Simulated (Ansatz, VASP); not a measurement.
## Ge in VASP and in Ansatz

```
CELL_PARAMETERS angstrom
3.99759 0.00000 0.00000
-1.99879 3.46201 0.00000
0.00000 0.00000 6.66537
ATOMIC_POSITIONS crystal
Ge 0.66667 0.33333 0.06290
Ge 0.33333 0.66667 0.56290
Ge 0.66667 0.33333 0.43710
Ge 0.33333 0.66667 0.93710
```

Change from the starting cell: zz strain of +1 %.

Alike in both runs: task single point; functional PBE; k mesh 11 × 11 × 6; occupations fermi-dirac, width 0.05 eV; no spin polarisation.

|  | VASP | Ansatz |
| --- | --- | --- |
| version | VASP 6.6.1 | Ansatz 0.2.0 |
| potentials or method | VASP PAW PBE potentials, release 64 (Ge_d), cutoff 520 eV | all-electron LAPW, scalar-relativistic |

VASP gave:

```
pressure (GPa)                                                : 2.2
traceless stress, the component that is largest in VASP (GPa) : -1.18
rms of the force components (eV/Å)                            : 0.056
```

Q: What did Ansatz give for the same quantities?

A: Pressure (GPa): 2.2; traceless stress, the component that is largest in VASP (GPa): -1.18; rms of the force components (eV/Å): 0.055.

Atom by atom the forces differ by 0.001 eV/Å (rms over components). Ansatz ran all-electron here, and VASP with PAW potentials.
